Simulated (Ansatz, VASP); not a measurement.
One calculation of Ni, two programs

Contents of INCAR:

```
PREC = Accurate ; ENCUT = 520
EDIFF = 1E-6 ; ISMEAR = -1
SIGMA = 0.05 ; LREAL = False
LASPH = True ; NELM = 150
ALGO = Normal ; ISIF = 2
LWAVE = False ; LCHARG = False
ISPIN = 2 ; MAGMOM = 1.5
LORBIT = 11 ; LMAXMIX = 4
GGA = CA ; NBANDS = 15
```

Contents of KPOINTS:

```
regular mesh
0
Gamma
  20 20 20
```

POSCAR

```
Ni
1.0
    0.0000000000      1.7679500000      1.7679500000
    1.7679500000      0.0000000000      1.7679500000
    1.7679500000      1.7679500000      0.0000000000
Ni
1
Direct
    0.0000000000      0.0000000000      0.0000000000
```

Input for Ansatz:

```yaml
crystal:
  lattice:
    - [0.0, 1.76795, 1.76795]
    - [1.76795, 0.0, 1.76795]
    - [1.76795, 1.76795, 0.0]
  atoms:
    - { symbol: Ni, position: [0.0, 0.0, 0.0], spin: 1.5 }
magnetization:
  spin_polarized: true
kpoints:
  mp_grid: { grid: [20, 20, 20] }
  band_path:
    path:
      - [0.0, 0.0, 0.0]
      - [0.5, 0.0, 0.5]
      - [0.625, 0.25, 0.625]
      - [0.375, 0.375, 0.75]
      - [0.0, 0.0, 0.0]
      - [0.5, 0.5, 0.5]
      - [0.5, 0.25, 0.75]
      - [0.5, 0.0, 0.5]
    npoints: 14
scf:
  occupations: { method: fermi_dirac, width: 0.05 }
hamiltonian:
  xc: lda
  pseudopotentials: { kind: all_electron, lapw: { basis_error: 0.00025 } }
output:
  forces: true
  stress: true
  eigenvalues: true
  populations: true
  dos: { projected: true, de: 0.2, e_range: [-14, 8] }
```

Alike in both runs: task single point; functional LDA; k mesh 20 × 20 × 20; occupations fermi-dirac, width 0.05 eV; collinear spin.

```csv
,VASP,Ansatz
version,VASP 6.6.1,Ansatz 0.2.0
potentials or method,"VASP PAW LDA potentials, release 64 (Ni), cutoff 520 eV","all-electron LAPW, scalar-relativistic"
```

|  | VASP | Ansatz | Ansatz less VASP |
| --- | --- | --- | --- |
| pressure (GPa) | -19.2 | -19.5 | -0.36 |
| net moment per atom (μB) | 0.61 | 0.63 | +0.015 |
| size of the moment on the site where the two differ most (μB) | 0.62 | 0.65 | +0.029 |

LDA's correlation is that of Perdew and Zunger in VASP and of Perdew and Wang (1992) in Ansatz. Site moments also hang on the region over which each program counts them. Ansatz ran all-electron here, and VASP with PAW potentials.
